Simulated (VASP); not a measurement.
# Te in VASP: a series of runs, part 2 of 2

VASP 6.6.1. The steps go on from the part before.

## (4) Single point, PBEsol

This run uses another cell than the first one, of 25.39 Å³/atom.

INCAR

```
SYSTEM = Te
  PREC = Accurate
  ENCUT = 520
  EDIFF = 1E-7
  ISMEAR = -1
  SIGMA = 0.05
  LREAL = .False.
  LASPH = .True.
  NELM = 60
  ALGO = Normal
  ISIF = 2
  LWAVE = .False.
  LCHARG = .True.
  GGA = PS
  LELF = .True.
  LVHAR = .True.
  NBANDS = 16
```

KPOINTS

```
regular mesh
0
Gamma
  7 7 5
  0 0 0
```

POSCAR

```
Te
1.0
    3.1748022675     -1.8308387269      0.0204407712
    3.1748022675      1.8308387269      0.0204407712
   -0.0463836474      0.0000000000      6.5530447343
Te
3
Direct
    0.0000000000      0.0000000000      0.0000000000
    0.3333323746      0.3333323746      0.3333344443
    0.6666676254      0.6666676254      0.6666655557
```

Potentials or basis: VASP PAW PBE potentials, release 64 (Te).

On the command line:

```sh
$ cat potpaw_PBE.64/Te/POTCAR > POTCAR
$ mpirun -np 1 vasp_std > vasp.out
```

OUTCAR:

```text
SYSTEM = Te
   PREC = Accurate
   ENCUT = 520
   EDIFF = 1E-7
   ISMEAR = -1
   LREAL = .False.
   LASPH = .True.
   NELM = 60
   ISIF = 2
   GGA = PS

 ion  position               nearest neighbor table
   1  0.000  0.000  0.000-   2 3.04   3 3.04   3 3.04   3 3.04   2 3.04   2 3.04
   2  0.333  0.333  0.333-   3 3.04   1 3.04   3 3.04   3 3.04   1 3.04   1 3.04
   3  0.667  0.667  0.667-   2 3.04   1 3.04   2 3.04   2 3.04   1 3.04   1 3.04

  LATTYP: Found a base centered monoclinic cell.
 ALAT       =     6.3497361403
 B/A-ratio  =     0.5766660807
 C/A-ratio  =     1.0320442840
 COS(beta)  =    -0.0006397142

  Lattice vectors:

 A1 = (   3.1748022675,  -1.8308387269,   0.0204407712)
 A2 = (   3.1748022675,   1.8308387269,   0.0204407712)
 A3 = (  -0.0463836474,   0.0000000000,   6.5530447343)

Analysis of symmetry for initial positions (statically):
=====================================================================
 Subroutine PRICEL returns following result:

  LATTYP: Found a base centered monoclinic cell.
 ALAT       =     4.8557298114
 B/A-ratio  =     0.7540941519
 C/A-ratio  =     0.6262003820
 COS(beta)  =    -0.3427389412

[... 188 lines left out ...]

 val. band max:        9.6188778777   @ k =   0.4286   0.4286   0.0000
 cond. band min:       9.6742348798   @ k =   0.1429   0.0000   0.0000
 fundamental gap:      0.0553570022
 Fermi energy:         9.6228929980

 k-point     1 :       0.0000    0.0000    0.0000
  band No.  band energies     occupation
      1      -5.7011      2.00000
      2      -2.3136      2.00000
      3      -2.3135      2.00000
      4       7.5055      2.00000
      5       7.5055      2.00000
      6       8.8914      2.00000
[... 433 lines left out ...]
      3      -0.7843      2.00000
      4       5.1527      2.00000
      5       7.3005      2.00000
      6       7.7530      2.00000
[... 8 lines left out ...]
     15      15.4132      0.00000
     16      16.4220      0.00000

 [... further k-points ...]

------------------------ aborting loop because EDIFF is reached ----------------------------------------

  FORCE on cell =-STRESS in cart. coord.  units (eV):
  Direction    XX          YY          ZZ          XY          YZ          ZX
  --------------------------------------------------------------------------------------
  -------------------------------------------------------------------------------------
  Total        4.7750269      4.7828514      4.8179666      0.0000000      0.0000000      0.0019954
  in kB      100.4215018    100.5860551    101.3245489      0.0000000      0.0000000      0.0419652
  external PRESSURE =     100.7773686 kB  Pullay stress =       0.0000000 kB

 VOLUME and BASIS-vectors are now :
 -----------------------------------------------------------------------------
  energy-cutoff  :      520.00
  volume of cell :       76.18
      direct lattice vectors                 reciprocal lattice vectors
     3.174802268 -1.830838727  0.020440771     0.157482946 -0.273098877  0.001114693
     3.174802268  1.830838727  0.020440771     0.157482946  0.273098877  0.001114693
    -0.046383647  0.000000000  6.553044734    -0.000982466  0.000000000  0.152593866

 POSITION                                       TOTAL-FORCE (eV/Angst)
 -----------------------------------------------------------------------------------
      0.00000      0.00000      0.00000         0.000000      0.000000      0.000000
      2.10107      0.00000      2.19798        -0.000000      0.000000     -0.000000
      4.20215      0.00000      4.39594         0.000000     -0.000000     -0.000000
 -----------------------------------------------------------------------------------
    total drift:                                0.000000      0.000000     -0.000000

  FREE ENERGIE OF THE ION-ELECTRON SYSTEM (eV)
  ---------------------------------------------------
  free  energy   TOTEN  =        -9.9941709414 eV

  energy  without entropy=       -9.9868787193  energy(sigma->0) =       -9.99052483
```

stdout:

```text
POSCAR found type information on POSCAR Te
 POSCAR found :  1 types and       3 ions
 scaLAPACK will be used
 -----------------------------------------------------------------------------
|                                                                             |
|                                                                             |
|     You enforced a specific xc type in the INCAR file but a different       |
|     I HOPE YOU KNOW WHAT YOU ARE DOING!                                     |
|                                                                             |
 -----------------------------------------------------------------------------

 LDA part: xc-table for (Slater+PW92), standard interpolation
 POSCAR, INCAR and KPOINTS ok, starting setup
 FFT: planning ... GRIDC
 FFT: planning ... GRID_SOFT
 FFT: planning ... GRID
 WAVECAR not read
 entering main loop
```

Run time: 1.9 min. Hardware: 1 thread of Intel Xeon 8259CL, shared host; peak memory 0.22 GiB.

What came out:

| Item | Value |
| --- | --- |
| Free energy | -9.9942 eV |
| Pressure | 10.1 GPa |
| Band gap on the k mesh | zero (bands 9 and 10 overlap by 2.78 eV) |

Caveat: the cell stands under pressure; the PAW data sets were made with another functional, which shifts forces and pressure a little; spin-orbit coupling is left out, which moves the levels of the heavy elements.

## (5) Single point, PBEsol

This run uses another cell than the first one, of 28.17 Å³/atom.

INCAR

```
ALGO     = Normal         # electronic algorithm
EDIFF    = 1E-6           # SCF threshold, eV
ENCUT    = 520            # plane-wave cutoff, eV
GGA      = PS             # functional
ISIF     = 2              # what is computed and relaxed
ISMEAR   = -1             # smearing method
LASPH    = True           # aspherical terms in the spheres
LCHARG   = False          # write CHGCAR
LREAL    = False          # projectors in reciprocal space
LWAVE    = False          # write WAVECAR
NBANDS   = 16             # bands
NELM     = 100            # most SCF steps
PREC     = Accurate       # precision mode
SIGMA    = 0.05           # smearing width, eV
```

KPOINTS

```
k-points
0
Gamma
  7 7 5
```

POSCAR

```
Te
1.0
    3.5538516008     -1.9505467905     -0.0154183236
    3.5538516008      1.9505467905     -0.0154183236
   -0.1118336862      0.0000000000      6.0971274277
Te
3
Direct
    0.0000000000      0.0000000000      0.0000000000
    0.3273454271      0.3273454271      0.3326463088
    0.6726545729      0.6726545729      0.6673536912
```

On the command line:

```sh
$ cat potpaw_PBE.64/Te/POTCAR > POTCAR
$ mpirun -np 1 vasp_std > vasp.out
```

It took 2 min on 1 thread of Intel Xeon 8259CL, shared host; peak memory 0.24 GiB.

It converged, with:

* Free energy: -10.3705 eV
* Pressure: 5.1 GPa
* Largest force: 0.008 eV/Å
* Band gap on the k mesh: zero (bands 9 and 10 overlap by 0.59 eV)

Forces on the atoms (eV/Å):
```
Te   0.000  0.000  0.000
Te   0.004  0.000 -0.007
Te  -0.004  0.000  0.007
```

Stress tensor (GPa, compression positive):
```
5.03 0.00 0.00
0.00 5.01 0.00
0.00 0.00 5.12
```

Levels at points of the mesh, in eV from the Fermi level:
| k point | band 7 | band 8 | band 9 | band 10 | band 11 | band 12 |
| --- | --- | --- | --- | --- | --- | --- |
| (0.00, 0.00, 0.00) | -1.85 | -1.69 | -1.47 | 1.36 | 1.44 | 2.47 |

Caveat: the cell stands under pressure; the PAW data sets were made with another functional, which shifts forces and pressure a little; spin-orbit coupling is left out, which moves the levels of the heavy elements.

## (6) The runs side by side

| cell | gap on the mesh (eV) | pressure (GPa) |
| --- | --- | --- |
| a = 3.404, b = 3.404, c = 6.482 Å, angles 90.0, 90.0, 60.0°, 3 atoms, atomic positions A | none | 30.3 |
| a = 3.497, b = 3.497, c = 6.550 Å, angles 90.0, 90.0, 60.0°, 3 atoms, atomic positions A | none | 20.2 |
| a = 3.665, b = 3.665, c = 6.553 Å, angles 90.0, 90.0, 59.9°, 3 atoms, atomic positions A | none | 10.1 |
| a = 4.054, b = 4.054, c = 6.098 Å, angles 91.1, 91.1, 57.5°, 3 atoms, atomic positions B | none | 5.1 |

Alike in all rows: task single point; level PBEsol; potentials or basis VASP PAW PBE potentials, release 64 (Te); no spin polarisation; k mesh 7 × 7 × 5; cutoff (eV) 520; smearing fermi-dirac 0.05 eV.

Caveats: the cell stands under pressure; the PAW data sets were made with another functional, which shifts forces and pressure a little; spin-orbit coupling is left out, which moves the levels of the heavy elements.

Absolute energies hang on the potentials; compare differences alone.
